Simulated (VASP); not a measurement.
# ScAl (Pm-3m) in VASP: a series of runs

ScAl is run at these levels: PBEsol; tasks: relaxation of cell and atoms, single point.

Everything below comes from runs of VASP 6.6.1. Logs are shortened: lines on timing, memory, paths and dates and some standing lists are left out, and cuts for length are marked.

**1. The cell of the first run**

The structure is cubic, space group Pm-3m (No. 221). Conventional cell: a = 3.189 Å, b = 3.189 Å, c = 3.189 Å, α = 90.00°, β = 90.00°, γ = 90.00°. Within 3.6 Å of Sc (site symmetry m-3m) lie 8 Al at 2.76 Å and 6 Sc at 3.19 Å. Al (site symmetry m-3m) has 8 Sc at 2.76 Å and 6 Al at 3.19 Å within 3.6 Å.

**2. Relaxation of cell and atoms, PBEsol, target pressure 15 GPa, at which the enthalpy is minimised**

INCAR

```
SYSTEM = ScAl
ALGO = Normal ; EDIFF = 1E-7
EDIFFG = -0.008 ; ENCUT = 600
GGA = PS ; IBRION = 2
ISIF = 3 ; ISMEAR = 0
LASPH = .TRUE. ; LCHARG = .FALSE.
LREAL = .FALSE. ; LWAVE = .FALSE.
NELM = 60 ; NSW = 70
PREC = Accurate ; PSTRESS = 150.0
SIGMA = 0.1
```

KPOINTS

```
k-points
0
G
  14 14 14
  0 0 0
```

POSCAR

```
ScAl
1.0
    3.1889030082      0.0000000000      0.0000000000
    0.0000000000      3.1889030082      0.0000000000
    0.0000000000      0.0000000000      3.1889030082
Sc Al
1 1
Direct
    0.5000000000      0.5000000000      0.5000000000
    0.0000000000      0.0000000000      0.0000000000
```

Potentials or basis: VASP PAW PBE potentials, release 64 (Sc_sv, Al).

On the command line:

```console
$ cat potpaw_PBE.64/Sc_sv/POTCAR potpaw_PBE.64/Al/POTCAR > POTCAR
$ mpirun -np 1 vasp_std > vasp.out
```

OUTCAR:

```text
SYSTEM = ScAl
   EDIFF = 1E-7
   EDIFFG = -0.008
   ENCUT = 600
   GGA = PS
   IBRION = 2
   ISIF = 3
   ISMEAR = 0
   LASPH = .TRUE.
   LREAL = .FALSE.
   NELM = 60
   NSW = 70
   PREC = Accurate
   PSTRESS = 150.0

 ion  position               nearest neighbor table
   1  0.500  0.500  0.500-   2 2.76   2 2.76   2 2.76   2 2.76   2 2.76   2 2.76   2 2.76   2 2.76

   2  0.000  0.000  0.000-   1 2.76   1 2.76   1 2.76   1 2.76   1 2.76   1 2.76   1 2.76   1 2.76

  LATTYP: Found a simple cubic cell.
 ALAT       =     3.1889030082

  Lattice vectors:

 A1 = (   3.1889030082,   0.0000000000,   0.0000000000)
 A2 = (   0.0000000000,   3.1889030082,   0.0000000000)
 A3 = (   0.0000000000,   0.0000000000,   3.1889030082)

Analysis of symmetry for initial positions (statically):
=====================================================================
 Subroutine PRICEL returns:
 Original cell was already a primitive cell.

 Routine SETGRP: Setting up the symmetry group for a
 simple cubic supercell.

 Subroutine GETGRP returns: Found 48 space group operations
[... 9 lines left out ...]

 Routine SETGRP: Setting up the symmetry group for a
 simple cubic supercell.

 Subroutine GETGRP returns: Found 48 space group operations
[... 11 lines left out ...]
                                     Primitive cell

  volume of cell :      32.4283

  direct lattice vectors                    reciprocal lattice vectors
     3.188903008  0.000000000  0.000000000     0.313587462  0.000000000  0.000000000
     0.000000000  3.188903008  0.000000000     0.000000000  0.313587462  0.000000000
     0.000000000  0.000000000  3.188903008     0.000000000  0.000000000  0.313587462

  length of vectors
     3.188903008  3.188903008  3.188903008     0.313587462  0.313587462  0.313587462

  position of ions in fractional coordinates (direct lattice)
[... 8 lines left out ...]
----------------------------------------------------------------------------------------

 KPOINTS: k-points

Automatic generation of k-mesh.
 Grid dimensions read from file:
 generate k-points for:   14   14   14

 Generating k-lattice:

  Cartesian coordinates                     Fractional coordinates (reciprocal lattice)
     0.022399104  0.000000000  0.000000000     0.071428571  0.000000000  0.000000000
     0.000000000  0.022399104  0.000000000     0.000000000  0.071428571  0.000000000
     0.000000000  0.000000000  0.022399104     0.000000000  0.000000000  0.071428571
[... 65 lines left out ...]
   POTIM  = 0.5000    time-step for ionic-motion
   TEBEG  =    0.0;   TEEND  =   0.0 temperature during run
   PSTRESS=  150.0 pullay stress
   NELECT =      14.0000    total number of electrons
   NUPDOWN=      -1.0000    fix difference up-down
   EMIN   =  10.00;   EMAX   =-10.00  energy-range for DOS
   EFERMI =   0.00;   METHOD = LEGACY
   ISMEAR =     0;   SIGMA  =   0.10  broadening in eV -4-tet -1-fermi 0-gaus
   EFERMI_NEDOS =   21; number of points for ismear=-14 and -15
   IALGO  =     38    algorithm
   IMIX   =      4    mixing-type and parameters
     AMIX     =   0.40;   BMIX     =  1.00
     AMIX_MAG =   1.60;   BMIX_MAG =  1.00
  volume/ion in A,a.u.               =      16.21       109.42
  Fermi-wavevector in a.u.,A,eV,Ry     =   1.237303  2.338164 20.829426  1.530920
  Thomas-Fermi vector in A             =   2.371876
   LORBIT       =      0    0 simple, 1 ext, 2 COOP (PROOUT), +10 PAW based schemes
   GGA     = PS    functional components
   LHFCALC =     F    Hartree Fock is set to
   AEXX    =    0.0000 exact exchange contribution
   IVDW    =     0    specifies the selected vdW correction
   LEPSILON=     F    determine dielectric tensor
   LRPA    =     F    only Hartree local field effects (RPA)
 conjugate gradient relaxation of ions
 non-spin polarized calculation
 Gauss-broadening in eV      SIGMA  =   0.10
  energy-cutoff  :      600.00
  volume of cell :       32.43
 maximum number of plane-waves:      1108
 NGX is ok and might be reduce to    28
   NGX = 13   NGY = 13   NGZ = 13

--------------------------------------- Ionic step        1  -------------------------------------------

 number of electron      14.0000001 magnetization

 Free energy of the ion-electron system (eV)
  ---------------------------------------------------
  ext. energy  EPLUGINS =         0.00000000
  ---------------------------------------------------
  free energy    TOTEN  =       -11.40487216 eV

  energy without entropy =      -11.40188401  energy(sigma->0) =      -11.40337808

------------------------ aborting loop because EDIFF is reached ----------------------------------------

  FORCE on cell =-STRESS in cart. coord.  units (eV):
  Direction    XX          YY          ZZ          XY          YZ          ZX
  --------------------------------------------------------------------------------------
  -------------------------------------------------------------------------------------
  Total        3.1868947      3.1868947      3.1868947     -0.0000000     -0.0000000      0.0000000
  in kB      157.4542423    157.4542423    157.4542423     -0.0000000     -0.0000000      0.0000000
  external PRESSURE =       7.4542423 kB  Pullay stress =     150.0000000 kB
[... 63 lines left out ...]
--------------------------------------- Ionic step        3  -------------------------------------------

 number of electron      14.0000000 magnetization

 Free energy of the ion-electron system (eV)
  ---------------------------------------------------
  ext. energy  EPLUGINS =         0.00000000
  ---------------------------------------------------
  free energy    TOTEN  =       -11.42157864 eV

  energy without entropy =      -11.41856001  energy(sigma->0) =      -11.42006932

 E-fermi :   7.2723     XC(G=0): -11.0764

 val. band max:        7.2473768485   @ k =   0.4286   0.4286   0.1429
 cond. band min:       7.2729873204   @ k =   0.5000   0.3571   0.0000
 fundamental gap:      0.0256104719
 Fermi energy:         7.2723014033

 k-point     1 :       0.0000    0.0000    0.0000
  band No.  band energies     occupation
      1     -41.4761      2.00000
      2     -20.1441      2.00000
      3     -20.1441      2.00000
      4     -20.1441      2.00000
      5      -1.7713      2.00000
      6       6.3094      2.00000
      7       6.3094      2.00000
      8      10.4951      0.00000
      9      10.4951      0.00000
     10      10.4951      0.00000
     11      11.8000      0.00000
[... 309 lines left out ...]
 k-point    24 :       0.3571    0.2143    0.0000
  band No.  band energies     occupation
      1     -41.4393      2.00000
      2     -20.3926      2.00000
      3     -20.2412      2.00000
      4     -20.1084      2.00000
      5       0.7498      2.00000
      6       4.3782      2.00000
      7       6.5275      2.00000
      8       7.9960      0.00000
      9       8.6915      0.00000
     10       9.8579      0.00000
     11      11.5846      0.00000

 [... further k-points ...]
[... 5 lines left out ...]
  --------------------------------------------------------------------------------------
  -------------------------------------------------------------------------------------
  Total        3.0527781      3.0527781      3.0527781     -0.0000000      0.0000000      0.0000000
  in kB      150.0222632    150.0222632    150.0222632     -0.0000000      0.0000000      0.0000000
  external PRESSURE =       0.0222632 kB  Pullay stress =     150.0000000 kB
[... 21 lines left out ...]
  energy  without entropy=      -11.4185600138  energy(sigma->0) =      -11.42006932

  enthalpy is  TOTEN    =        -8.3692535179 eV   P V=        3.0523251173

 reached required accuracy - stopping structural energy minimisation
```

OSZICAR:

```text
N       E                     dE             d eps       ncg     rms          rms(c)
DAV:   1     0.156272163568E+03    0.15627E+03   -0.74683E+03  2672   0.139E+03
DAV:   2    -0.786025352199E+01   -0.16413E+03   -0.16053E+03  2875   0.427E+02
DAV:   3    -0.123520073345E+02   -0.44918E+01   -0.42949E+01  3979   0.916E+01
[... 24 lines left out ...]
DAV:   3    -0.114216172270E+02    0.17084E-03   -0.33444E-04  4275   0.295E-01    0.504E-02
DAV:   4    -0.114215772783E+02    0.39949E-04   -0.11119E-04  2967   0.908E-02    0.127E-02
DAV:   5    -0.114215780950E+02   -0.81668E-06   -0.27291E-06  4158   0.297E-02    0.764E-03
DAV:   6    -0.114215787232E+02   -0.62818E-06   -0.13441E-07  2412   0.420E-03    0.630E-04
DAV:   7    -0.114215786352E+02    0.87947E-07   -0.27478E-08  1407   0.328E-03
   3 F= -.83692535E+01 E0= -.83677442E+01  d E =-.401216E-03
```

Wall time 87 s (1 thread of Intel Xeon Platinum 8259CL at 2.50GHz (Skylake/Cascade Lake), shared host); peak memory 0.21 GiB.

Results:

```
Free energy                                            : -11.4216 eV
Relaxed volume                                         : 16.30 Å³/atom
Relaxed cell                                           : a = 3.195 Å, b = 3.195 Å, c = 3.195 Å, α = 90.00°, β = 90.00°, γ = 90.00°
Space group after relaxing (to 0.05 Å)                 : Pm-3m (No. 221)
Energy change on relaxing (the enthalpy is what falls) : -8.4 meV/atom
Ionic steps                                            : 3
Pressure after relaxing                                : 15.0 GPa
Band gap on the k mesh                                 : zero (band 7 reaches 7.54 eV, above the bottom of band 8 at 6.36 eV)
```

The path:
```
step  energy change (eV)  largest force (eV/Å)  pressure (GPa)  volume (Å³)
   1              0.0000                0.0000           15.75        32.43
   2             -0.0332                0.0000           14.25        32.78
   3             -0.0167                0.0000           15.00        32.60
```

Final structure:
```cif
data_structure
_symmetry_space_group_name_H-M 'P 1'
_symmetry_Int_Tables_number 1
_cell_length_a 3.1946
_cell_length_b 3.1946
_cell_length_c 3.1946
_cell_angle_alpha 90.000
_cell_angle_beta 90.000
_cell_angle_gamma 90.000
_cell_volume 32.60
loop_
_atom_site_label
_atom_site_type_symbol
_atom_site_fract_x
_atom_site_fract_y
_atom_site_fract_z
_atom_site_occupancy
Sc1 Sc 0.50000 0.50000 0.50000 1
Al1 Al 0.00000 0.00000 0.00000 1
```

Levels at points of the mesh, in eV from the Fermi level:
| k point | band 4 | band 5 | band 6 | band 7 | band 8 | band 9 | band 10 | band 11 |
| --- | --- | --- | --- | --- | --- | --- | --- | --- |
| (0.00, 0.00, 0.00) | -27.42 | -9.04 | -0.96 | -0.96 | 3.22 | 3.22 | 3.22 | 4.53 |
| (0.50, 0.00, 0.00) | -27.39 | -5.76 | -4.91 | 0.20 | 0.91 | 0.91 | 3.52 | 4.65 |
| (0.50, 0.50, 0.00) | -27.36 | -5.05 | -1.78 | -1.78 | -0.91 | 1.72 | 1.72 | 4.47 |
| (0.50, 0.50, 0.50) | -27.64 | -2.96 | -2.96 | -2.96 | 0.39 | 3.49 | 3.49 | 3.49 |

Caveat: the cell is relaxed towards a set pressure, so the enthalpy falls and the energy may rise; the PAW data sets were made with another functional, which shifts forces and pressure a little.

**3. Single point, PBEsol**

This run uses another cell than the first one, of 18.70 Å³/atom, 1.154 times its volume.

INCAR

```
ALGO = Normal
EDIFF = 1E-6
ENCUT = 520
GGA = PS
ISIF = 2
ISMEAR = 0
LASPH = T
LCHARG = F
LREAL = F
LWAVE = F
NBANDS = 14
NELM = 100
PREC = Accurate
SIGMA = 0.1
```

KPOINTS

```
k-points
0
Gamma
  12 12 12
```

POSCAR

```
ScAl
1.0
    3.3444038939      0.0000000000      0.0000000000
    0.0000000000      3.3444038939      0.0000000000
    0.0000000000      0.0000000000      3.3444038939
Sc Al
1 1
Direct
    0.5000000000      0.5000000000      0.5000000000
    0.0000000000      0.0000000000      0.0000000000
```

Potentials or basis: VASP PAW PBE potentials, release 64 (Sc_sv, Al).

On the command line:

```console
$ cat potpaw_PBE.64/Sc_sv/POTCAR potpaw_PBE.64/Al/POTCAR > POTCAR
$ mpirun -np 1 vasp_std > vasp.out
```

Run time: 14 s. Hardware: 1 thread of Intel Xeon Platinum 8559C (Emerald Rapids), shared host; peak memory 0.18 GiB.

The run converged. Its results:

| Item | Value |
| --- | --- |
| Free energy | -11.6251 eV |
| Pressure | 0.1 GPa |
| Band gap on the k mesh | zero (band 7 reaches 6.48 eV, above the bottom of band 8 at 5.29 eV) |

Levels at points of the mesh, in eV from the Fermi level:
| k point | band 3 | band 4 | band 5 | band 6 | band 7 | band 8 | band 9 | band 10 | band 11 | band 12 |
| --- | --- | --- | --- | --- | --- | --- | --- | --- | --- | --- |
| (0.00, 0.00, 0.00) | -27.82 | -27.82 | -8.53 | -0.69 | -0.69 | 2.80 | 2.80 | 2.80 | 3.85 | 3.85 |
| (0.50, 0.00, 0.00) | -27.80 | -27.80 | -5.67 | -4.60 | 0.27 | 0.81 | 0.81 | 3.04 | 3.94 | 6.08 |
| (0.50, 0.50, 0.00) | -27.99 | -27.78 | -4.73 | -1.83 | -1.83 | -0.84 | 1.57 | 1.57 | 3.82 | 5.11 |
| (0.50, 0.50, 0.50) | -27.96 | -27.96 | -2.59 | -2.59 | -2.59 | -0.32 | 2.98 | 2.98 | 2.98 | 3.89 |

Caveat: the PAW data sets were made with another functional, which shifts forces and pressure a little.

**4. Relaxation of cell and atoms, PBEsol**

This run uses another cell than the first one, of 19.14 Å³/atom, 1.181 times its volume.

INCAR

```
ALGO = Normal ; EDIFF = 1E-6
EDIFFG = -0.005 ; ENCUT = 600
GGA = PS ; IBRION = 2
ISIF = 3 ; ISMEAR = 0
LASPH = T ; LCHARG = F
LREAL = F ; LWAVE = F
NELM = 60 ; NSW = 100
PREC = Accurate ; SIGMA = 0.1
```

KPOINTS is that of step 3.

POSCAR

```
ScAl
1.0
    3.3703489700      0.0000000000      0.0000000000
    0.0000000000      3.3703489700      0.0000000000
    0.0000000000      0.0000000000      3.3703489700
Sc Al
1 1
Direct
    0.5000000000      0.5000000000      0.5000000000
    0.0000000000      0.0000000000      0.0000000000
```

On the command line:

```console
$ cat potpaw_PBE.64/Sc_sv/POTCAR potpaw_PBE.64/Al/POTCAR > POTCAR
$ mpirun -np 1 vasp_std > vasp.out
```

Wall time 27 s (1 thread of Intel Xeon Platinum 8559C (Emerald Rapids), shared host); peak memory 0.19 GiB.

The run converged. Its results:

```
Free energy                            : -11.6258 eV
Relaxed volume                         : 18.74 Å³/atom
Relaxed cell                           : a = 3.347 Å, b = 3.347 Å, c = 3.347 Å, α = 90.00°, β = 90.00°, γ = 90.00°
Space group after relaxing (to 0.05 Å) : Pm-3m (No. 221)
Energy gained by relaxing              : 2.1 meV/atom
Ionic steps                            : 3
Pressure after relaxing                : 0.0 GPa
Band gap on the k mesh                 : zero (band 7 reaches 6.47 eV, above the bottom of band 8 at 5.28 eV)
```

The path:
```
step  energy change (eV)  largest force (eV/Å)  pressure (GPa)  volume (Å³)
   1              0.0000                0.0000           -1.65        38.28
   2             -0.0037                0.0000            0.62        37.20
   3             -0.0042                0.0000            0.01        37.48
```

Final structure:
```
CELL_PARAMETERS angstrom
3.34653 0.00000 0.00000
0.00000 3.34653 0.00000
0.00000 0.00000 3.34653
ATOMIC_POSITIONS crystal
Sc 0.50000 0.50000 0.50000
Al 0.00000 0.00000 0.00000
```

Levels at points of the mesh, in eV from the Fermi level:
```
           k point  band 5  band 6  band 7  band 8  band 9  band 10
(0.00, 0.00, 0.00)   -8.52   -0.69   -0.69    2.79    2.79     2.79
(0.50, 0.00, 0.00)   -5.67   -4.59    0.27    0.81    0.81     3.03
(0.50, 0.50, 0.00)   -4.73   -1.83   -1.83   -0.84    1.57     1.57
(0.50, 0.50, 0.50)   -2.58   -2.58   -2.58   -0.33    2.98     2.98
```

Caveat: the PAW data sets were made with another functional, which shifts forces and pressure a little.

(Part 1 of 2 ends here.)
